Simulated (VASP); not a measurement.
Runs of VASP 6.6.1 on AlGa2As3. The structure is that of space group P4/mmm (No. 123), or close to it. The cells are those of the table. 

| task | cell | k mesh | cutoff (eV) | gap on the mesh (eV) | pressure (GPa) | largest force (eV/Å) |
| --- | --- | --- | --- | --- | --- | --- |
| single point | a = 3.397, b = 3.397, c = 10.286 Å, 6 atoms | 6 × 6 × 2 | 520 | none | -3.5 | 0.47 |
| relaxation of cell and atoms | relaxed from a = 3.397, b = 3.397, c = 10.286 Å, 6 atoms | 6 × 6 × 2 | 600 | - | -0.1 | 0.03 |
| single point | a = 3.318, b = 3.318, c = 11.083 Å, 6 atoms | 6 × 6 × 2 | 520 | none | 0.1 | 0.03 |
| single point | a = 3.372, b = 3.372, c = 11.048 Å, 6 atoms | 12 × 12 × 4 | 520 | none | 0.1 | (a) |

Alike in all rows: level PBE; potentials or basis VASP PAW PBE potentials, release 64 (Al, Ga_d, As); no spin polarisation; smearing gaussian 0.1 eV.

Estimate the missing entries.

(a) 0.04.

Caveats: the bands computed are all filled at some k points, so no gap is given (some runs).

A k mesh can miss the band edges, and the runs leave out spin-orbit coupling on As, Ga.

A gap of «none» marks levels without a gap at the run's occupations.
